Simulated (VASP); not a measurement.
Wanted: the native input for a VASP 6.6.1 run.

| Item | Value |
| --- | --- |
| Task | single point |
| Functional | PBE |
| Dispersion | D3(BJ) |
| Potentials or basis | VASP PAW PBE potentials, release 64 (C, N) |
| Cutoff | 520 eV |
| k mesh | 6 × 4 × 1 |
| Occupations | gaussian, width 0.05 eV |
| Spin | no spin polarisation |
| Dipole correction | yes |
| Further INCAR settings | LREAL = Auto; ALGO = Normal; EDIFF = 1e-06; NBANDS = 72 |

The structure of C12N lies in POSCAR:

```
C12N
1.0
    4.9311586502      0.0000000000      0.0000000000
   -2.4655793251      6.7895556517      0.0000000000
    0.0000000000      0.0000000000     23.7359273492
C N
24 2
Direct
    0.2500000000      0.0000000000      0.1685209068
    0.2500000000      0.5000000000      0.1685209068
    0.7500000000      0.0000000000      0.1685209068
    0.7500000000      0.5000000000      0.1685209068
    0.0000000000      0.0000000000      0.1984798698
    0.0000000000      0.5000000000      0.1984798698
    0.5000000000      0.0000000000      0.1984798698
    0.5000000000      0.5000000000      0.1984798698
    0.0000000000      0.0000000000      0.2584325666
    0.0000000000      0.5000000000      0.2584325666
    0.5000000000      0.0000000000      0.2584325666
    0.5000000000      0.5000000000      0.2584325666
    0.2500000000      0.0000000000      0.2876706604
    0.2500000000      0.5000000000      0.2876706604
    0.7500000000      0.0000000000      0.2876706604
    0.7500000000      0.5000000000      0.2876706604
    0.2500000000      0.0000000000      0.3504208151
    0.2500000000      0.5000000000      0.3504208151
    0.7500000000      0.0000000000      0.3504208151
    0.7500000000      0.5000000000      0.3504208151
    0.0000000000      0.0000000000      0.3764726449
    0.0000000000      0.5000000000      0.3764726449
    0.5000000000      0.0000000000      0.3764726449
    0.5000000000      0.5000000000      0.3764726449
    0.0000000000      0.2500000000      0.5070763477
    0.0000000000      0.2500000000      0.5534195970
```

These files were run (other wordings do the same):

INCAR

```
SYSTEM = C12N
PREC = Accurate ; ENCUT = 520
EDIFF = 1E-6 ; ISMEAR = 0
SIGMA = 0.05 ; LREAL = Auto
LASPH = .True. ; NELM = 60
ALGO = Normal ; ISIF = 2
LWAVE = .False. ; LCHARG = .True.
LDIPOL = .True. ; IDIPOL = 3
DIPOL = 0.5 0.5 0.293 ; GGA = PE
IVDW = 12 ; LELF = .True.
LVHAR = .True. ; LVACPOTAV = .True.
NBANDS = 72
```

KPOINTS

```
regular mesh
0
Gamma
  6 4 1
  0 0 0
```

Potentials or basis: VASP PAW PBE potentials, release 64 (C, N).

The run is started by

```bash
$ cat potpaw_PBE.64/C/POTCAR potpaw_PBE.64/N/POTCAR > POTCAR
$ mpirun -np 1 vasp_std > vasp.out
```

Results of the run:

```yaml
Largest_force: 3.433 eV/Å
Band_gap_on_the_k_mesh: zero (bands 53 and 54 overlap by 0.08 eV)
Dispersion_energy_per_atom: -0.111 eV
```

Caveat: the standard files for N, O and F lose accuracy on very short bonds.

It took 17 min on 1 thread of Intel(R) Xeon(R) 6975P-C (Granite Rapids) (shared host), peak memory 1.1 GiB.
